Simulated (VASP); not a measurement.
A run of VASP 6.6.1:

Contents of INCAR:

```
SYSTEM = NaF
PREC = Accurate
ENCUT = 520
EDIFF = 1E-7
ISMEAR = 0
SIGMA = 0.01
LREAL = .FALSE.
LASPH = .TRUE.
NELM = 100
ALGO = Normal
ISIF = 2
LWAVE = .FALSE.
LCHARG = .FALSE.
GGA = PE
NBANDS = 14
```

File KPOINTS:

```
Automatic mesh
0
G
  8 8 8
  0 0 0
```

POSCAR

```
NaF
1.0
    0.0000000000      2.2971680881      2.2971680881
    2.2971680881      0.0000000000      2.2971680881
    2.2971680881      2.2971680881      0.0000000000
Na F
1 1
Direct
    0.0000000000      0.0000000000      0.0000000000
    0.5000000000      0.5000000000      0.5000000000
```

Potentials or basis: VASP PAW PBE potentials, release 64 (Na_pv, F).

Launch:

```bash
$ cat potpaw_PBE.64/Na_pv/POTCAR potpaw_PBE.64/F/POTCAR > POTCAR
$ mpirun -np 1 vasp_std > vasp.out
```

Hardware: 1 thread of AMD EPYC 7R43 64-Core Processor (Zen 3) (shared host).

Task: How long does it take, and how much memory?

Result: Run time: 8.3 s on 1 thread of AMD EPYC 7R43 64-Core Processor (Zen 3) (shared host), peak memory 0.1 GiB. Counts: scf iterations 14, k points 29.
